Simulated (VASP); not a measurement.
# Si9O16 (a cell with a defect) in VASP: notebook

Si9O16 (a cell with a defect) is run at these levels: PBE; tasks: single point.

Everything below comes from runs of VASP 6.6.1. Logs are shortened: lines on timing, memory, paths and dates and some standing lists are left out, and cuts for length are marked.

## (1) The cell of the first run

The cell holds a defect, 25 atoms: a = 5.824 Å, b = 5.824 Å, c = 5.298 Å, α = 90.00°, β = 90.00°, γ = 90.00°.

## (2) Single point, PBE

The input, INCAR:

```
SYSTEM = Si9O16
  PREC = Accurate
  ENCUT = 520
  EDIFF = 1E-7
  ISMEAR = -1
  SIGMA = 0.05
  LREAL = Auto
  LASPH = .TRUE.
  NELM = 60
  ALGO = Normal
  ISIF = 2
  LWAVE = .FALSE.
  LCHARG = .FALSE.
  GGA = PE
  NBANDS = 84
```

The input, KPOINTS:

```
regular mesh
0
G
  3 3 3
  0 0 0
```

The input, POSCAR:

```
Si9O16
1.0
   -4.1180000000     -4.1180000000      0.0000000000
    4.1180000000     -4.1180000000      0.0000000000
    0.0000000000      0.0000000000      5.2980000000
Si O
9 16
Direct
    0.5007735551      0.4914955075     -0.0065041525
   -0.0142382224      0.4908640117      0.2537950170
    0.5538002671      0.6481470374      0.4845326538
   -0.0070393395      0.4937775619      0.7635413364
   -0.0213085236     -0.0080933706      0.0085290676
    0.4725252550      0.0285769791      0.2438261608
   -0.0050410393     -0.0196100049      0.5127229143
    0.4795632589     -0.0104668528      0.7720064175
    0.4006892909      0.3319658815      0.4558563609
    0.1959255707      0.4739687955      0.0156764817
   -0.0192662700      0.1825511170      0.2666996980
    0.8088547839      0.5221260321     -0.0033231408
   -0.0046279747      0.7942782904      0.2554114760
    0.1601154687      0.4783034240      0.5143505096
   -0.0238540554      0.1871976688      0.7521389203
    0.8031744779      0.5179590821      0.5091510004
   -0.0082163672      0.7950021855      0.7658127595
    0.6891101263     -0.0201106119     -0.0072685919
    0.4867220738      0.7236963332      0.2030186863
    0.2786041768      0.0125407965      0.0046744054
    0.5930834143      0.2936817630      0.1840715364
    0.6762356727     -0.0503842885      0.5066360891
    0.4856586935      0.6942992958      0.7798924122
    0.2832175814     -0.0740458961      0.5347064930
    0.4900188198      0.2788422778      0.7573003020
```

Potentials or basis: VASP PAW PBE potentials, release 64 (Si, O).

On the command line:

```console
$ cat potpaw_PBE.64/Si/POTCAR potpaw_PBE.64/O/POTCAR > POTCAR
$ mpirun -np 1 vasp_std > vasp.out
```

OUTCAR:

```text
SYSTEM = Si9O16
   PREC = Accurate
   ENCUT = 520
   EDIFF = 1E-7
   ISMEAR = -1
   LREAL = Auto
   LASPH = .TRUE.
   NELM = 60
   ISIF = 2
   GGA = PE

 ion  position               nearest neighbor table
   1  0.501  0.491  0.993-  21 1.62  23 1.64  19 1.75  25 1.76  10 1.78  12 1.80   9 2.68   3 2.77
                             3 2.86   6 3.01   9 3.05   4 3.11   8 3.13   2 3.14
   2  0.986  0.491  0.254-  14 1.72  12 1.72  16 1.73  10 1.76  13 1.77  11 1.80   4 2.60   4 2.70
                             9 2.80   3 2.94   1 3.14
   3  0.554  0.648  0.485-  19 1.60  23 1.64  16 1.64  22 1.90   9 2.05  24 2.27  14 2.50   8 2.54
                             6 2.60   1 2.77   1 2.86   2 2.94   4 3.09
   4  0.993  0.494  0.764-  14 1.64  12 1.64  16 1.75  17 1.75  10 1.79  15 1.79   2 2.60   2 2.70
                             9 3.03   3 3.09   1 3.11   7 3.13
   5  0.979  0.992  0.009-  18 1.69  17 1.72  13 1.74  20 1.75  11 1.76  15 1.77   7 2.63   7 2.67
                             6 3.14
   6  0.473  0.029  0.244-  20 1.70  21 1.73  19 1.79  18 1.86  22 1.89  24 1.99   9 2.14   8 2.51
                             3 2.60   8 2.81   1 3.01   7 3.14   5 3.14
   7  0.995  0.980  0.513-  24 1.71  17 1.72  13 1.74  15 1.75  11 1.76  22 1.87   5 2.63   5 2.67
                             4 3.13   6 3.14   8 3.14   9 3.14
   8  0.480  0.990  0.772-  25 1.69  18 1.69  20 1.71  23 1.72  24 1.74  22 1.83   6 2.51   3 2.54
                             9 2.64   6 2.81   1 3.13   7 3.14
   9  0.401  0.332  0.456-  14 1.67  25 1.71  21 1.84   3 2.05   6 2.14  24 2.50   8 2.64   1 2.68
                             2 2.80   4 3.03   1 3.05   7 3.14
  10  0.196  0.474  0.016-   2 1.76   1 1.78   4 1.79
  11  0.981  0.183  0.267-   7 1.76   5 1.76   2 1.80
  12  0.809  0.522  0.997-   4 1.64   2 1.72   1 1.80
  13  0.995  0.794  0.255-   7 1.74   5 1.74   2 1.77
  14  0.160  0.478  0.514-   4 1.64   9 1.67   2 1.72   3 2.50
  15  0.976  0.187  0.752-   7 1.75   5 1.77   4 1.79
  16  0.803  0.518  0.509-   3 1.64   2 1.73   4 1.75
  17  0.992  0.795  0.766-   7 1.72   5 1.72   4 1.75
  18  0.689  0.980  0.993-   5 1.69   8 1.69   6 1.86
  19  0.487  0.724  0.203-   3 1.60   1 1.75   6 1.79
  20  0.279  0.013  0.005-   6 1.70   8 1.71   5 1.75
  21  0.593  0.294  0.184-   1 1.62   6 1.73   9 1.84
  22  0.676  0.950  0.507-   8 1.83   7 1.87   6 1.89   3 1.90
  23  0.486  0.694  0.780-   3 1.64   1 1.64   8 1.72
  24  0.283  0.926  0.535-   7 1.71   8 1.74   6 1.99   3 2.27   9 2.50
  25  0.490  0.279  0.757-   8 1.69   9 1.71   1 1.76

  LATTYP: Found a simple tetragonal cell.
 ALAT       =     5.8237314499
 C/A-ratio  =     0.9097260143

  Lattice vectors:

 A1 = (  -4.1180000000,  -4.1180000000,   0.0000000000)
 A2 = (   4.1180000000,  -4.1180000000,   0.0000000000)
 A3 = (   0.0000000000,   0.0000000000,   5.2980000000)

Analysis of symmetry for initial positions (statically):
[... 170 lines left out ...]
   PSTRESS=    0.0 pullay stress
   NELECT =     132.0000    total number of electrons
   NUPDOWN=      -1.0000    fix difference up-down
   EMIN   =  10.00;   EMAX   =-10.00  energy-range for DOS
   EFERMI =   0.00;   METHOD = LEGACY
   ISMEAR =    -1;   SIGMA  =   0.05  broadening in eV -4-tet -1-fermi 0-gaus
   EFERMI_NEDOS =   21; number of points for ismear=-14 and -15
   IALGO  =     38    algorithm
   IMIX   =      4    mixing-type and parameters
     AMIX     =   0.40;   BMIX     =  1.00
     AMIX_MAG =   1.60;   BMIX_MAG =  1.00
  volume/ion in A,a.u.               =       7.19        48.50
  Fermi-wavevector in a.u.,A,eV,Ry     =   1.477161  2.791430 29.687988  2.182006
  Thomas-Fermi vector in A             =   2.591599
   LORBIT       =      0    0 simple, 1 ext, 2 COOP (PROOUT), +10 PAW based schemes
   GGA     = PE    functional components
   LHFCALC =     F    Hartree Fock is set to
   AEXX    =    0.0000 exact exchange contribution
   IVDW    =     0    specifies the selected vdW correction
   LEPSILON=     F    determine dielectric tensor
   LRPA    =     F    only Hartree local field effects (RPA)
 non-spin polarized calculation
  energy-cutoff  :      520.00
  volume of cell :      179.69
 maximum number of plane-waves:      4859
 NGX is ok and might be reduce to    48
   NGX = 21   NGY = 21   NGZ = 19

 number of electron     132.0000005 magnetization

 Free energy of the ion-electron system (eV)
  ---------------------------------------------------
  ext. energy  EPLUGINS =         0.00000000
  ---------------------------------------------------
  free energy    TOTEN  =      -173.65857901 eV

  energy without entropy =     -173.65857901  energy(sigma->0) =     -173.65857901

 E-fermi :  14.0190     XC(G=0): -12.7789

 val. band max:       12.7818138814   @ k =  -0.3333   0.3333   0.3333
 cond. band min:      15.6105802008   @ k =   0.0000   0.0000   0.0000
 fundamental gap:      2.8287663194
 Fermi energy:        14.0190170844

 k-point     1 :       0.0000    0.0000    0.0000
  band No.  band energies     occupation
      1     -13.7037      2.00000
      2     -12.0958      2.00000
      3     -11.3360      2.00000
      4     -11.1503      2.00000
      5     -10.7491      2.00000
      6     -10.5576      2.00000
[... 1123 lines left out ...]
     77      19.6691      0.00000
     78      20.0516      0.00000
 [bands above 78 left out]

------------------------ aborting loop because EDIFF is reached ----------------------------------------

  FORCE on cell =-STRESS in cart. coord.  units (eV):
  Direction    XX          YY          ZZ          XY          YZ          ZX
  --------------------------------------------------------------------------------------
  -------------------------------------------------------------------------------------
  Total       59.7124340     79.8116925     75.7607987      1.2739839     17.3851172     -0.2325826
  in kB      532.4277984    711.6434707    675.5235483     11.3595179    155.0149448     -2.0738300
  external PRESSURE =     639.8649391 kB  Pullay stress =       0.0000000 kB

 VOLUME and BASIS-vectors are now :
 -----------------------------------------------------------------------------
  energy-cutoff  :      520.00
  volume of cell :      179.69
      direct lattice vectors                 reciprocal lattice vectors
    -4.118000000 -4.118000000  0.000000000    -0.121418164 -0.121418164  0.000000000
     4.118000000 -4.118000000  0.000000000     0.121418164 -0.121418164  0.000000000
     0.000000000  0.000000000  5.298000000     0.000000000  0.000000000  0.188750472

 POSITION                                       TOTAL-FORCE (eV/Angst)
 -----------------------------------------------------------------------------------
     -0.03821     -4.08616      5.26354        -0.045282     -0.116507     -0.047636
     -2.03799     -6.08075      1.34461         0.000437     -0.025315     -0.050633
      0.38852     -4.94962      2.56705        -0.133314     -0.052344      0.100184
     -2.05564     -6.12239      4.04524         0.058539      0.025920      0.066585
      0.05442     -8.11492      0.04519         0.035440     -0.000747     -0.019299
     -1.82818     -2.06354      1.29179        -0.112703      0.180538      0.080643
[... 17 lines left out ...]
      2.64679     -4.97937      2.83287        -0.325668      0.155764     -0.184657
     -0.86962     -3.16617      4.01218        -0.061276     -0.088900      0.101378
 -----------------------------------------------------------------------------------
    total drift:                               -0.008345      0.001876      0.000606

  FREE ENERGIE OF THE ION-ELECTRON SYSTEM (eV)
  ---------------------------------------------------
  free  energy   TOTEN  =      -173.6585790123 eV

  energy  without entropy=     -173.6585790123  energy(sigma->0) =     -173.65857901
```

OSZICAR:

```text
N       E                     dE             d eps       ncg     rms          rms(c)
DAV:   1     0.744499133474E+03    0.74450E+03   -0.75130E+04  2352   0.155E+03
DAV:   2    -0.151903752536E+03   -0.89640E+03   -0.87367E+03  2784   0.346E+02
DAV:   3    -0.194288376047E+03   -0.42385E+02   -0.42155E+02  2840   0.769E+01
DAV:   4    -0.194742781983E+03   -0.45441E+00   -0.45301E+00  2816   0.874E+00
DAV:   5    -0.194749110350E+03   -0.63284E-02   -0.63211E-02  2792   0.944E-01    0.395E+01
DAV:   6    -0.174080652779E+03    0.20668E+02   -0.72713E+01  2616   0.316E+01    0.192E+01
DAV:   7    -0.173703369637E+03    0.37728E+00   -0.41352E+00  2816   0.774E+00    0.663E+00
DAV:   8    -0.173646063376E+03    0.57306E-01   -0.36956E-01  2720   0.261E+00    0.266E+00
DAV:   9    -0.173656045537E+03   -0.99822E-02   -0.78876E-02  2808   0.135E+00    0.669E-01
DAV:  10    -0.173658390689E+03   -0.23452E-02   -0.14108E-02  2792   0.591E-01    0.416E-01
DAV:  11    -0.173658499596E+03   -0.10891E-03   -0.18931E-03  2752   0.220E-01    0.223E-01
DAV:  12    -0.173658557708E+03   -0.58111E-04   -0.66466E-04  2792   0.135E-01    0.743E-02
DAV:  13    -0.173658580586E+03   -0.22879E-04   -0.95531E-05  2768   0.434E-02    0.205E-02
DAV:  14    -0.173658578419E+03    0.21672E-05   -0.30681E-05  2776   0.286E-02    0.712E-03
DAV:  15    -0.173658579038E+03   -0.61916E-06   -0.60528E-06  2768   0.129E-02    0.386E-03
DAV:  16    -0.173658579011E+03    0.27156E-07   -0.16373E-06  2776   0.662E-03    0.154E-03
DAV:  17    -0.173658579012E+03   -0.11696E-08   -0.24665E-07  1912   0.265E-03
   1 F= -.17365858E+03 E0= -.17365858E+03  d E =-.123632E-10
```

stdout:

```text
POSCAR found type information on POSCAR SiO
 POSCAR found :  2 types and      25 ions
 scaLAPACK will be used
 LDA part: xc-table for (Slater+PW92), standard interpolation
 POSCAR, INCAR and KPOINTS ok, starting setup
 FFT: planning ... GRIDC
 FFT: planning ... GRID_SOFT
 FFT: planning ... GRID
 WAVECAR not read
 entering main loop
```

Wall time 6.4 min (1 thread of AMD EPYC 7R43 (Zen 3), shared host); peak memory 0.29 GiB.

What came out:

- Free energy: -173.6586 eV
- Pressure: 64.0 GPa
- Largest force: 0.405 eV/Å
- Band gap on the k mesh: 2.83 eV

Forces on the atoms (eV/Å):
```
Si  -0.045 -0.117 -0.048
Si   0.000 -0.025 -0.051
Si  -0.133 -0.052  0.100
Si   0.059  0.026  0.067
Si   0.035 -0.001 -0.019
Si  -0.113  0.181  0.081
Si   0.013 -0.094 -0.151
Si  -0.001 -0.020  0.108
Si   0.027 -0.269  0.257
O    0.058  0.045 -0.076
O    0.126  0.067 -0.056
O   -0.207  0.152 -0.134
O    0.007  0.027 -0.025
O    0.293 -0.122 -0.167
O    0.073 -0.041 -0.015
O   -0.076 -0.012 -0.011
O   -0.022  0.162  0.038
O   -0.032 -0.095  0.120
O    0.065  0.050 -0.117
O    0.035  0.034  0.021
O    0.309  0.232  0.028
O   -0.030 -0.054 -0.056
O   -0.056 -0.142  0.189
O   -0.326  0.156 -0.185
O   -0.061 -0.089  0.101
```

Stress tensor (GPa, compression positive):
```
53.24  1.14 -0.21
 1.14 71.16 15.50
-0.21 15.50 67.55
```

Levels at points of the mesh, in eV from the valence-band top:
```csv
k point,band 63,band 64,band 65,band 66,band 67,band 68,band 69,band 70
"(0.00, 0.00, 0.00)",-3.60,-3.18,-1.04,-0.36,2.83,3.29,3.73,4.08
```

(Part 1 of 2 ends here.)
